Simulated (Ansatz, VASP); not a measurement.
# Two plane-wave programs on Be

```
Be
1.0
     0.00000    1.59482    1.59482
     1.59482    0.00000    1.59482
     1.59482    1.59482    0.00000
Be
1
Direct
  0.00000 0.00000 0.00000
```

Alike in both runs: task relaxation of cell and atoms; functional LDA; k mesh 17 × 17 × 17; occupations fermi-dirac, width 0.1 eV; no spin polarisation.

|  | VASP | Ansatz |
| --- | --- | --- |
| version | VASP 6.6.1 | Ansatz 0.2.0 |
| potentials or method | VASP PAW LDA potentials, release 64 (Be), cutoff 600 eV | plane waves (420 eV) with PAW, scalar-relativistic |
| valence electrons in the cell | 2 | 2 |

|  | VASP | Ansatz | Ansatz less VASP |
| --- | --- | --- | --- |
| relaxed volume (Å³/atom) | 7.53 | 7.50 | -0.027 |
| relaxed cell length with the largest relative difference (Å) | 2.200 | 2.197 | -0.0027 |

Ansatz warns that its potentials were made for another functional, while VASP's fit it. LDA's correlation is that of Perdew and Zunger in VASP and of Perdew and Wang (1992) in Ansatz.
